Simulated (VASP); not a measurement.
# Ca (I4/mmm) in VASP: single point with PBE

Aim: the single point of Ca with PBE.

Program: VASP 6.6.1. These are calculated values, not measurements. Logs are shortened: lines on timing, memory, paths and dates and some standing lists are left out, and cuts for length are marked.

## (1) The cell of the first run

The structure is tetragonal, space group I4/mmm (No. 139). Conventional cell: a = 4.268 Å, b = 4.268 Å, c = 5.588 Å, α = 90.00°, β = 90.00°, γ = 90.00°. Ca (site symmetry 4/mmm) has 14 Ca at 4.11 to 5.59 Å within 5.6 Å.

## (2) Single point, PBE (strain +0.080 along x and y, +0.000 along z)

INCAR

```
SYSTEM = Ca
PREC = Accurate
ENCUT = 520
EDIFF = 1E-7
ISMEAR = 0
SIGMA = 0.15
LREAL = .False.
LASPH = .True.
NELM = 80
ALGO = Fast
ISIF = 2
LWAVE = .False.
LCHARG = .True.
GGA = PE
LELF = .True.
LVHAR = .True.
NBANDS = 11
```

KPOINTS

```
Automatic mesh
0
Gamma
  14 14 14
  0 0 0
```

POSCAR

```
Ca
1.0
    0.0000000000      3.0177360000      2.7942000000
    3.0177360000      0.0000000000      2.7942000000
    3.0177360000      3.0177360000      0.0000000000
Ca
1
Direct
    0.0000000000      0.0000000000      0.0000000000
```

Potentials or basis: VASP PAW PBE potentials, release 64 (Ca_sv).

Command:

```bash
$ cat potpaw_PBE.64/Ca_sv/POTCAR > POTCAR
$ mpirun -np 1 vasp_std > vasp.out
```

OUTCAR:

```text
SYSTEM = Ca
   PREC = Accurate
   ENCUT = 520
   EDIFF = 1E-7
   ISMEAR = 0
   LREAL = .False.
   LASPH = .True.
   NELM = 80
   ISIF = 2
   GGA = PE

 ion  position               nearest neighbor table
   1  0.000  0.000  0.000-

  LATTYP: Found a body centered tetragonal cell.
 ALAT       =     4.2677231789
 C/A-ratio  =     1.3094570022

  Lattice vectors:

 A1 = (   0.0000000000,  -3.0177360000,  -2.7942000000)
 A2 = (   0.0000000000,   3.0177360000,  -2.7942000000)
 A3 = (   3.0177360000,   0.0000000000,   2.7942000000)

Analysis of symmetry for initial positions (statically):
=====================================================================
 Subroutine PRICEL returns:
 Original cell was already a primitive cell.

 Routine SETGRP: Setting up the symmetry group for a
 body centered tetragonal supercell.

 Subroutine GETGRP returns: Found 16 space group operations
 (whereof 16 operations were pure point group operations)
 out of a pool of 16 trial point group operations.

The static configuration has the point symmetry D_4h.

Analysis of symmetry for dynamics (positions and initial velocities):
=====================================================================
 Subroutine PRICEL returns:
 Original cell was already a primitive cell.

 Routine SETGRP: Setting up the symmetry group for a
 body centered tetragonal supercell.

 Subroutine GETGRP returns: Found 16 space group operations
 (whereof 16 operations were pure point group operations)
 out of a pool of 16 trial point group operations.

The dynamic configuration has the point symmetry D_4h.

 Subroutine INISYM returns: Found 16 space group operations
 (whereof 16 operations are pure point group operations),
 and found     1 'primitive' translations

----------------------------------------------------------------------------------------

                                     Primitive cell

  volume of cell :      50.8921

  direct lattice vectors                    reciprocal lattice vectors
     0.000000000  3.017736000  2.794200000    -0.165687124  0.165687124  0.178942094
     3.017736000  0.000000000  2.794200000     0.165687124 -0.165687124  0.178942094
     3.017736000  3.017736000  0.000000000     0.165687124  0.165687124 -0.178942094

  length of vectors
     4.112697923  4.112697923  4.267723179     0.294829984  0.294829984  0.294829984

  position of ions in fractional coordinates (direct lattice)
     0.000000000  0.000000000  0.000000000

  ion indices of the primitive-cell ions
   primitive index   ion index
                 1           1

----------------------------------------------------------------------------------------

 KPOINTS: Automatic mesh

Automatic generation of k-mesh.
 Grid dimensions read from file:
 generate k-points for:   14   14   14

 Generating k-lattice:

  Cartesian coordinates                     Fractional coordinates (reciprocal lattice)
    -0.011834795  0.011834795  0.012781578     0.071428571  0.000000000  0.000000000
     0.011834795 -0.011834795  0.012781578     0.000000000  0.071428571  0.000000000
     0.011834795  0.011834795 -0.012781578     0.000000000  0.000000000  0.071428571

  Length of vectors
     0.021059285  0.021059285  0.021059285

  Shift w.r.t. Gamma in fractional coordinates (k-lattice)
     0.000000000  0.000000000  0.000000000

 Subroutine IBZKPT returns following result:
 ===========================================

 Found    244 irreducible k-points:

 Following reciprocal coordinates:
            Coordinates               Weight
  0.000000  0.000000  0.000000      1.000000
  0.071429 -0.000000  0.000000      8.000000
  0.142857  0.000000  0.000000      8.000000
  0.214286 -0.000000  0.000000      8.000000
  0.285714  0.000000  0.000000      8.000000
  0.357143 -0.000000  0.000000      8.000000
[... 16 lines left out ...]
  0.214286  0.142857  0.000000      8.000000
  0.285714  0.142857  0.000000      8.000000
 [... further k-points ...]
   k-points           NKPTS =    244   k-points in BZ     NKDIM =    244   number of bands    NBANDS=     11
   number of dos      NEDOS =    301   number of ions     NIONS =      1
   total plane-waves  NPLWV =  32768
   dimension x,y,z NGX =    32 NGY =   32 NGZ =   32
   dimension x,y,z NGXF=    64 NGYF=   64 NGZF=   64
   ions per type =               1
   NGX,Y,Z   is equivalent  to a cutoff of  12.94, 12.94, 12.47 a.u.
   NGXF,Y,Z  is equivalent  to a cutoff of  25.87, 25.87, 24.93 a.u.
 SYSTEM =  Ca
   PREC   = accura    normal or accurate (medium, high low for compatibility)
   ISTART =      0    job   : 0-new  1-cont  2-samecut
   ICHARG =      2    charge: 1-file 2-atom 10-const
   ISPIN  =      1    spin polarized calculation?
   LNONCOLLINEAR =      F non collinear calculations
   LSORBIT =      F    spin-orbit coupling
   LASPH  =      T    aspherical Exc in radial PAW
   ENCUT  =  520.0 eV  38.22 Ry    6.18 a.u.   7.65  7.65  7.94*2*pi/ulx,y,z
   NELM   =     80;   NELMIN=  2; NELMDL= -5     # of ELM steps
   EDIFF  = 0.1E-06   stopping-criterion for ELM
   LREAL  =      F    real-space projection
   EDIFFG = 0.1E-05   stopping-criterion for IOM
   NSW    =      0    number of steps for IOM
   IBRION =     -1    ionic relax: 0-MD 1-quasi-New 2-CG
   NFREE  =      0    steps in history (QN), initial steepest desc. (CG)
   ISIF   =      2    stress and relaxation
   ISYM   =      2    0-nonsym 1-usesym 2-fastsym
   POTIM  = 0.5000    time-step for ionic-motion
   TEBEG  =    0.0;   TEEND  =   0.0 temperature during run
   PSTRESS=    0.0 pullay stress
   NELECT =      10.0000    total number of electrons
   NUPDOWN=      -1.0000    fix difference up-down
   EMIN   =  10.00;   EMAX   =-10.00  energy-range for DOS
   EFERMI =   0.00;   METHOD = LEGACY
   ISMEAR =     0;   SIGMA  =   0.15  broadening in eV -4-tet -1-fermi 0-gaus
   EFERMI_NEDOS =   21; number of points for ismear=-14 and -15
   IALGO  =     68    algorithm
   IMIX   =      4    mixing-type and parameters
     AMIX     =   0.40;   BMIX     =  1.00
     AMIX_MAG =   1.60;   BMIX_MAG =  1.00
  volume/ion in A,a.u.               =      50.89       343.44
  Fermi-wavevector in a.u.,A,eV,Ry     =   0.951754  1.798555 12.324650  0.905836
  Thomas-Fermi vector in A             =   2.080254
   LORBIT       =      0    0 simple, 1 ext, 2 COOP (PROOUT), +10 PAW based schemes
   GGA     = PE    functional components
   LHFCALC =     F    Hartree Fock is set to
   AEXX    =    0.0000 exact exchange contribution
   IVDW    =     0    specifies the selected vdW correction
   LEPSILON=     F    determine dielectric tensor
   LRPA    =     F    only Hartree local field effects (RPA)
 non-spin polarized calculation
 RMM-DIIS sequential band-by-band and
 Gauss-broadening in eV      SIGMA  =   0.15
  energy-cutoff  :      520.00
  volume of cell :       50.89
 maximum number of plane-waves:      1387
   NGX = 15   NGY = 15   NGZ = 15

 number of electron      10.0000000 magnetization

 Free energy of the ion-electron system (eV)
  ---------------------------------------------------
  ext. energy  EPLUGINS =         0.00000000
  ---------------------------------------------------
  free energy    TOTEN  =        -1.86243531 eV

  energy without entropy =       -1.84723298  energy(sigma->0) =       -1.85483414

 E-fermi :   1.2787     XC(G=0):  -7.1792

 val. band max:        1.2749054502   @ k =  -0.4286   0.2857   0.0000
 cond. band min:       1.2964545860   @ k =  -0.3571   0.2143   0.1429
 fundamental gap:      0.0215491358
 Fermi energy:         1.2786721256

 k-point     1 :       0.0000    0.0000    0.0000
  band No.  band energies     occupation
      1     -41.1866      2.00000
      2     -22.1173      2.00000
      3     -22.1173      2.00000
      4     -22.1156      2.00000
      5      -2.4152      2.00000
      6       3.2713      0.00000
      7       3.2713      0.00000
      8       3.5434      0.00000
      9       4.0169      0.00000
     10       4.3413      0.00000
     11       9.6612      0.00000

 k-point     2 :       0.0714   -0.0000    0.0000
  band No.  band energies     occupation
      1     -41.1863      2.00000
      2     -22.1202      2.00000
      3     -22.1180      2.00000
      4     -22.1164      2.00000
      5      -2.3400      2.00000
      6       3.2295      0.00000
      7       3.2958      0.00000
      8       3.5366      0.00000
      9       4.0020      0.00000
     10       4.3141      0.00000
     11       9.7067      0.00000

 k-point     3 :       0.1429    0.0000    0.0000
  band No.  band energies     occupation
      1     -41.1855      2.00000
      2     -22.1295      2.00000
      3     -22.1199      2.00000
      4     -22.1173      2.00000
      5      -2.1173      2.00000
      6       3.0579      0.00000
      7       3.3431      0.00000
      8       3.5653      0.00000
      9       3.9909      0.00000
     10       4.2558      0.00000
     11       9.1370      0.00000

 k-point     4 :       0.2143   -0.0000    0.0000
  band No.  band energies     occupation
      1     -41.1844      2.00000
      2     -22.1431      2.00000
      3     -22.1226      2.00000
      4     -22.1185      2.00000
      5      -1.7558      2.00000
      6       2.7631      0.00000
      7       3.3433      0.00000
      8       3.6086      0.00000
      9       4.0683      0.00000
     10       4.2337      0.00000
     11       8.0274      0.00000
[... 239 lines left out ...]
 k-point    22 :       0.1429    0.1429    0.0000
  band No.  band energies     occupation
      1     -41.1850      2.00000
      2     -22.1285      2.00000
      3     -22.1233      2.00000
      4     -22.1233      2.00000
      5      -1.9777      2.00000
      6       3.1253      0.00000
      7       3.3915      0.00000
      8       3.3915      0.00000
      9       4.0486      0.00000
     10       4.1402      0.00000
     11       9.9636      0.00000

 k-point    23 :       0.2143    0.1429    0.0000
  band No.  band energies     occupation
      1     -41.1841      2.00000
      2     -22.1386      2.00000
      3     -22.1263      2.00000
      4     -22.1243      2.00000
      5      -1.6933      2.00000
      6       2.8759      0.00000
      7       3.4455      0.00000
      8       3.4887      0.00000
      9       3.9137      0.00000
     10       4.2190      0.00000
     11       8.7849      0.00000

 k-point    24 :       0.2857    0.1429    0.0000
  band No.  band energies     occupation
      1     -41.1830      2.00000
      2     -22.1521      2.00000
      3     -22.1296      2.00000
      4     -22.1252      2.00000
      5      -1.2794      2.00000
      6       2.5597      0.00000
      7       3.4453      0.00000
      8       3.4704      0.00000
      9       3.9465      0.00000
     10       4.3721      0.00000
     11       7.6539      0.00000

 [... further k-points ...]
[... 5 lines left out ...]
  --------------------------------------------------------------------------------------
  -------------------------------------------------------------------------------------
  Total       -0.7807504     -0.7807504     -0.6852582      0.0000000     -0.0000000      0.0000000
  in kB      -24.5794891    -24.5794891    -21.5732155      0.0000000     -0.0000000      0.0000000
  external PRESSURE =     -23.5773979 kB  Pullay stress =       0.0000000 kB

 VOLUME and BASIS-vectors are now :
 -----------------------------------------------------------------------------
  energy-cutoff  :      520.00
  volume of cell :       50.89
      direct lattice vectors                 reciprocal lattice vectors
     0.000000000  3.017736000  2.794200000    -0.165687124  0.165687124  0.178942094
     3.017736000  0.000000000  2.794200000     0.165687124 -0.165687124  0.178942094
     3.017736000  3.017736000  0.000000000     0.165687124  0.165687124 -0.178942094

 POSITION                                       TOTAL-FORCE (eV/Angst)
 -----------------------------------------------------------------------------------
      0.00000      0.00000      0.00000         0.000000     -0.000000      0.000000
 -----------------------------------------------------------------------------------
    total drift:                                0.000000      0.000000      0.000000

  FREE ENERGIE OF THE ION-ELECTRON SYSTEM (eV)
  ---------------------------------------------------
  free  energy   TOTEN  =        -1.8624353088 eV

  energy  without entropy=       -1.8472329766  energy(sigma->0) =       -1.85483414
```

Run time: 3.1 min. Hardware: 1 thread of Oxide Virtual Turin-like, shared host; peak memory 0.24 GiB.

What came out:

```
Free energy            : -1.8624 eV
Pressure               : -2.4 GPa
Band gap on the k mesh : zero (bands 5 and 6 overlap by 0.52 eV)
```

Stress tensor (GPa, compression positive):
```
-2.46  0.00  0.00
 0.00 -2.46  0.00
 0.00  0.00 -2.16
```

Levels at points of the mesh, in eV from the Fermi level:
```csv
k point,band 1,band 2,band 3,band 4,band 5,band 6,band 7,band 8,band 9,band 10
"(0.00, 0.00, 0.00)",-42.47,-23.40,-23.40,-23.39,-3.69,1.99,1.99,2.26,2.74,3.06
"(0.50, 0.00, 0.00)",-42.46,-23.46,-23.41,-23.40,-0.92,-0.25,1.81,2.16,3.38,3.53
"(0.50, 0.50, 0.00)",-42.46,-23.46,-23.43,-23.43,-0.14,0.55,1.14,3.45,3.61,3.61
"(0.50, 0.00, 0.50)",-42.46,-23.46,-23.42,-23.41,-0.40,0.48,0.70,3.41,3.49,3.69
```

Caveat: the cell differs from its parent crystal (strain +0.080 along x and y, +0.000 along z).

The gap in the log of VASP goes by the Fermi energy; the results here count the filled bands.